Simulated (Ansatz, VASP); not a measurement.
Two plane-wave programs on C

Contents of INCAR:

```
  ALGO = Normal
  EDIFF = 1E-6
  ENCUT = 910
  GGA = CA
  GGA_COMPAT = F
  ISIF = 2
  ISMEAR = -1
  LASPH = T
  LCHARG = F
  LREAL = F
  LWAVE = F
  NBANDS = 11
  NELM = 120
  PREC = Accurate
  SIGMA = 0.05
```

KPOINTS

```
k-points
0
Gamma
  13 13 13
```

File POSCAR:

```
C
1.0
    0.0000000000      1.7714007132      1.7714007132
    1.7714007132      0.0000000000      1.7714007132
    1.7714007132      1.7714007132      0.0000000000
C
2
Direct
    0.7500000000      0.7500000000      0.7500000000
    0.5000000000      0.5000000000      0.5000000000
```

input.yaml

```yaml
crystal:
  lattice:
    - [0.0, 1.7714007132, 1.7714007132]
    - [1.7714007132, 0.0, 1.7714007132]
    - [1.7714007132, 1.7714007132, 0.0]
  atoms:
    - { symbol: C, position: [0.75, 0.75, 0.75] }
    - { symbol: C, position: [0.5, 0.5, 0.5] }
hamiltonian:
  xc: lda
  pseudopotentials: { kind: paw }
kpoints:
  mp_grid: { grid: [13, 13, 13] }
scf:
  occupations: { method: fermi_dirac, width: 0.05 }
output:
  forces: true
  stress: true
  eigenvalues: true
```

Alike in both runs: task single point; functional LDA; k mesh 13 × 13 × 13; occupations fermi-dirac, width 0.05 eV; no spin polarisation.

```csv
,VASP,Ansatz
version,VASP 6.6.1,Ansatz 0.2.0
potentials or method,"VASP PAW LDA potentials, release 64 (C_h)",Ansatz PAW
plane-wave cutoff (eV),910,420
valence electrons in the cell,8,8
```

|  | VASP | Ansatz | Ansatz less VASP |
| --- | --- | --- | --- |
| gap on the k mesh at the Fermi level (eV) | 4.16 | 4.16 | +0.005 |
| least direct gap on the mesh (eV) | 5.60 | 5.60 | -0.003 |

LDA's correlation is that of Perdew and Zunger in VASP and of Perdew and Wang (1992) in Ansatz.

Noted on VASP's run: the cutoff is short for stress, so the pressure is rough. Noted on Ansatz's run: Pulay correction over one GPa; odd divisions of the mesh miss points on the zone boundary, where band edges often lie, so the gap on the mesh can be too wide.
